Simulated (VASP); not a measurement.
The system is CdTe.

```xyz
2
Lattice="0.0000 3.2050 3.2050 3.2050 0.0000 3.2050 3.2050 3.2050 0.0000" Properties=species:S:1:pos:R:3 pbc="T T T"
Te    4.8075    4.8075    4.8075
Cd    0.0000    0.0000    0.0000
```

```yaml
Program: VASP 6.6.1
Task: relaxation of cell and atoms
Functional: revPBE
Potentials_or_basis: VASP PAW PBE potentials, release 64 (Te, Cd)
Cutoff: 500 eV
k_mesh: 7 × 7 × 7
Occupations: fermi-dirac, width 0.05 eV
Spin: no spin polarisation
```

At the start: pressure 5.7 GPa; volume 32.92 Å³/atom.

Task: Where does the relaxation end?

Result: Over 3 steps the energy falls by 71.1 meV/atom and the volume is 37.43 Å³/atom (+13.7 %); space group F-43m (No. 216, to 0.05 Å).

The path:
| step | energy change (eV) | largest force (eV/Å) | pressure (GPa) | volume (Å³) |
| --- | --- | --- | --- | --- |
| 1 | 0.0000 | 0.0000 | 5.66 | 65.84 |
| 2 | -0.1336 | 0.0000 | -1.03 | 77.55 |
| 3 | -0.1423 | 0.0000 | 0.03 | 74.87 |

Final structure:
```
Te Cd
1.0
     0.00000    3.34518    3.34518
     3.34518    0.00000    3.34518
     3.34518    3.34518    0.00000
Te Cd
1 1
Direct
  0.75000 0.75000 0.75000
  0.00000 0.00000 0.00000
```

Caveat: the PAW data sets were made with another functional, which shifts forces and pressure a little; the volume moved by +14 % from the deposited cell, more than functionals usually miss.
